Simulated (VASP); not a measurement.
# SiNi (Pmmn) in VASP: electric field gradients with PBE

Aim: the electric field gradients of SiNi with PBE.

Everything below comes from runs of VASP 6.6.1. Logs are shortened: lines on timing, memory, paths and dates and some standing lists are left out, and cuts for length are marked.

### 1 The cell of the first run

It takes space group Pmmn (No. 59, orthorhombic). Conventional cell: a = 3.027 Å, b = 3.273 Å, c = 4.698 Å, α = 90.00°, β = 90.00°, γ = 90.00°. Within 3.1 Å of Si (site symmetry mm2) lie 6 Ni at 2.34 to 2.40 Å and 6 Si at 2.68 to 3.03 Å. Ni (site symmetry mm2) has 6 Si at 2.34 to 2.40 Å and 6 Ni at 2.67 to 3.03 Å within 3.1 Å.

### 2 Electric field gradients, PBE, collinear spin, ferromagnetic start

INCAR reads:

```
ALGO = Normal
EDIFF = 1E-8
ENCUT = 520
GGA = PE
ISIF = 2
ISMEAR = -1
ISPIN = 2
LASPH = T
LCHARG = F
LEFG = T
LMAXMIX = 4
LORBIT = 11
LREAL = F
LWAVE = F
MAGMOM = 0 0 1.5 1.5
NBANDS = 26
NELM = 150
PREC = Accurate
SIGMA = 0.03
```

KPOINTS reads:

```
k-points
0
Gamma
  13 12 9
```

POSCAR reads:

```
SiNi
1.0
    3.0266200000      0.0000000000      0.0000000000
    0.0000000000      3.2735000000      0.0000000000
    0.0000000000      0.0000000000      4.6977600000
Si Ni
2 2
Direct
    0.5000000000      0.5000000000      0.8423000000
    0.0000000000      0.0000000000      0.1577000000
    0.5000000000      0.5000000000      0.3442200000
    0.0000000000      0.0000000000      0.6557800000
```

Potentials or basis: VASP PAW PBE potentials, release 64 (Si, Ni).

On the command line:

```console
> cat potpaw_PBE.64/Si/POTCAR potpaw_PBE.64/Ni/POTCAR > POTCAR
> mpirun -np 1 vasp_std > vasp.out
```

OUTCAR:

```text
EDIFF = 1E-8
   ENCUT = 520
   GGA = PE
   ISIF = 2
   ISMEAR = -1
   ISPIN = 2
   LASPH = T
   LORBIT = 11
   LREAL = F
   NELM = 150
   PREC = Accurate

 ion  position               nearest neighbor table
   1  0.500  0.500  0.842-   3 2.34   3 2.36   4 2.40   4 2.40   4 2.40   4 2.40   2 2.68   2 2.68
                             2 2.68   2 2.68
   2  0.000  0.000  0.158-   4 2.34   4 2.36   3 2.40   3 2.40   3 2.40   3 2.40   1 2.68   1 2.68
                             1 2.68   1 2.68
   3  0.500  0.500  0.344-   1 2.34   1 2.36   2 2.40   2 2.40   2 2.40   2 2.40   4 2.67   4 2.67
                             4 2.67   4 2.67
   4  0.000  0.000  0.656-   2 2.34   2 2.36   1 2.40   1 2.40   1 2.40   1 2.40   3 2.67   3 2.67
                             3 2.67   3 2.67

  LATTYP: Found a simple orthorhombic cell.
 ALAT       =     3.0266200000
 B/A-ratio  =     1.0815695396
 C/A-ratio  =     1.5521472798

  Lattice vectors:

 A1 = (   3.0266200000,   0.0000000000,   0.0000000000)
 A2 = (   0.0000000000,   3.2735000000,   0.0000000000)
 A3 = (   0.0000000000,   0.0000000000,   4.6977600000)

Analysis of symmetry for initial positions (statically):
=====================================================================
 Subroutine PRICEL returns:
 Original cell was already a primitive cell.

 Routine SETGRP: Setting up the symmetry group for a
 simple orthorhombic supercell.

 Subroutine GETGRP returns: Found  8 space group operations
 (whereof  4 operations were pure point group operations)
 out of a pool of  8 trial point group operations.

The static configuration has the point symmetry C_2v.
 The point group associated with its full space group is D_2h.

Analysis of symmetry for dynamics (positions and initial velocities):
=====================================================================
 Subroutine PRICEL returns:
 Original cell was already a primitive cell.

 Routine SETGRP: Setting up the symmetry group for a
 simple orthorhombic supercell.

 Subroutine GETGRP returns: Found  8 space group operations
 (whereof  4 operations were pure point group operations)
[... 1578 lines left out ...]

------------------------ aborting loop because EDIFF is reached ----------------------------------------

  FORCE on cell =-STRESS in cart. coord.  units (eV):
  Direction    XX          YY          ZZ          XY          YZ          ZX
  --------------------------------------------------------------------------------------
  -------------------------------------------------------------------------------------
  Total        0.2874905      0.3176162      0.4231057      0.0000000      0.0000000      0.0000000
  in kB        9.8963041     10.9333211     14.5645928      0.0000000      0.0000000      0.0000000
  external PRESSURE =      11.7980727 kB  Pullay stress =       0.0000000 kB

 VOLUME and BASIS-vectors are now :
 -----------------------------------------------------------------------------
  energy-cutoff  :      520.00
  volume of cell :       46.54
      direct lattice vectors                 reciprocal lattice vectors
     3.026620000  0.000000000  0.000000000     0.330401570  0.000000000  0.000000000
     0.000000000  3.273500000  0.000000000     0.000000000  0.305483428  0.000000000
     0.000000000  0.000000000  4.697760000     0.000000000  0.000000000  0.212867409

 POSITION                                       TOTAL-FORCE (eV/Angst)
 -----------------------------------------------------------------------------------
      1.51331      1.63675      3.95692         0.000000      0.000000      0.105331
      0.00000      0.00000      0.74084         0.000000      0.000000     -0.105331
      1.51331      1.63675      1.61706         0.000000      0.000000     -0.114096
      0.00000      0.00000      3.08070         0.000000      0.000000      0.114096
 -----------------------------------------------------------------------------------
    total drift:                                0.000000      0.000000      0.000000

  FREE ENERGIE OF THE ION-ELECTRON SYSTEM (eV)
  ---------------------------------------------------
  free  energy   TOTEN  =       -23.6144316742 eV

  energy  without entropy=      -23.6115388951  energy(sigma->0) =      -23.61298528

 Electric field gradients (V/A^2)
---------------------------------------------------------------------
 ion       V_xx      V_yy      V_zz      V_xy      V_xz      V_yz
---------------------------------------------------------------------
   1      25.017     8.501   -33.518     0.000     0.000     0.000
   2      25.017     8.501   -33.518    -0.000    -0.000    -0.000
   3       5.599     7.062   -12.661    -0.000    -0.000    -0.000
   4       5.599     7.062   -12.661     0.000     0.000    -0.000
---------------------------------------------------------------------

 Electric field gradients after diagonalization (V/A^2)
 (convention: |V_zz| > |V_xx| > |V_yy|)
----------------------------------------------------------------------
 ion       V_xx      V_yy      V_zz     asymmetry (V_yy - V_xx)/ V_zz
----------------------------------------------------------------------
   1      25.017     8.501   -33.518       0.493
   2      25.017     8.501   -33.518       0.493
   3       7.062     5.599   -12.661       0.116
   4       7.062     5.599   -12.661       0.116
----------------------------------------------------------------------

           NMR quadrupolar parameters

 Cq : quadrupolar parameter    Cq=e*Q*V_zz/h
 eta: asymmetry parameters     (V_yy - V_xx)/ V_zz
 Q  : nuclear electric quadrupole moment in mb (millibarn)
----------------------------------------------------------------------
 ion       Cq(MHz)       eta       Q (mb)
----------------------------------------------------------------------
   1      -0.081       0.493       1.000
   2      -0.081       0.493       1.000
   3      -0.031       0.116       1.000
   4      -0.031       0.116       1.000
----------------------------------------------------------------------

 total charge

# of ion       s       p       d       tot
------------------------------------------
    1        0.750   0.852   0.000   1.602
    2        0.750   0.852   0.000   1.602
    3        0.473   0.597   8.461   9.531
    4        0.473   0.597   8.461   9.531
--------------------------------------------------
tot          2.446   2.898  16.921  22.266

 magnetization (x)

# of ion       s       p       d       tot
------------------------------------------
    1       -0.000  -0.000   0.000  -0.000
    2       -0.000  -0.000   0.000  -0.000
    3       -0.000  -0.000  -0.000  -0.000
    4       -0.000  -0.000  -0.000  -0.000
--------------------------------------------------
tot         -0.000  -0.000  -0.000  -0.000
```

OSZICAR:

```text
N       E                     dE             d eps       ncg     rms          rms(c)
DAV:   1     0.147908662555E+03    0.14791E+03   -0.11576E+04 25504   0.124E+03
DAV:   2    -0.165720875801E+02   -0.16448E+03   -0.15195E+03 25702   0.261E+02
DAV:   3    -0.262245563087E+02   -0.96525E+01   -0.92883E+01 30476   0.710E+01
DAV:   4    -0.264252227827E+02   -0.20067E+00   -0.20007E+00 30260   0.924E+00
DAV:   5    -0.264304193228E+02   -0.51965E-02   -0.51955E-02 31288   0.158E+00    0.219E+01
DAV:   6    -0.320906760467E+02   -0.56603E+01   -0.43148E+01 30634   0.121E+02    0.268E+01
DAV:   7    -0.236483418716E+02    0.84423E+01   -0.18098E+01 30724   0.776E+01    0.357E+00
DAV:   8    -0.236506557175E+02   -0.23138E-02   -0.11054E+00 37832   0.104E+01    0.230E+00
DAV:   9    -0.236154292624E+02    0.35226E-01   -0.12938E-01 35488   0.475E+00    0.579E-01
DAV:  10    -0.236148303960E+02    0.59887E-03   -0.40033E-03 34502   0.581E-01    0.318E-01
DAV:  11    -0.236145605952E+02    0.26980E-03   -0.40711E-04 38100   0.204E-01    0.195E-01
DAV:  12    -0.236144375700E+02    0.12303E-03   -0.22446E-04 37258   0.227E-01    0.486E-02
DAV:  13    -0.236144354257E+02    0.21443E-05   -0.20183E-05 35348   0.473E-02    0.225E-02
DAV:  14    -0.236144329843E+02    0.24414E-05   -0.18156E-06 39768   0.161E-02    0.925E-03
DAV:  15    -0.236144319155E+02    0.10688E-05   -0.78678E-07 39120   0.102E-02    0.267E-03
DAV:  16    -0.236144316940E+02    0.22149E-06   -0.13264E-07 37442   0.330E-03    0.873E-04
DAV:  17    -0.236144316723E+02    0.21739E-07   -0.77875E-09 15310   0.860E-04    0.354E-04
DAV:  18    -0.236144316742E+02   -0.18931E-08   -0.19811E-09 13924   0.361E-04
   1 F= -.23614432E+02 E0= -.23612985E+02  d E =-.289278E-02  mag=    -0.0000
```

Run time: 14 min. Hardware: 1 thread of Oxide Virtual Turin-like, shared host; peak memory 0.45 GiB.

What came out:

| Item | Value |
| --- | --- |
| Free energy | -23.6144 eV |
| Pressure | 1.2 GPa |
| Largest force | 0.114 eV/Å |
| Band gap on the k mesh | zero (filled and empty bands overlap) |
| Net moment | 0.00 μB per cell |
| Largest electric field gradient by atom | Si -33.5; Ni -12.7 V/Å² |
| Valence electrons inside the program's atomic spheres | Si 1.60; Ni 9.53 |

Forces on the atoms (eV/Å):
```
Si   0.000  0.000  0.105
Si   0.000  0.000 -0.105
Ni   0.000  0.000 -0.114
Ni   0.000  0.000  0.114
```

Stress tensor (GPa, compression positive):
```
0.99 0.00 0.00
0.00 1.09 0.00
0.00 0.00 1.46
```

Electric field gradients, principal values (V/Å²):
```
atom  least  middle  greatest (by size)
1 Si  8.501  25.017             -33.518
2 Si  8.501  25.017             -33.518
3 Ni  5.599   7.062             -12.661
4 Ni  5.599   7.062             -12.661
```

Caveat: without QUAD_EFG the Cq values of the log hold for a quadrupole moment of 1 mb, not for the nuclei.
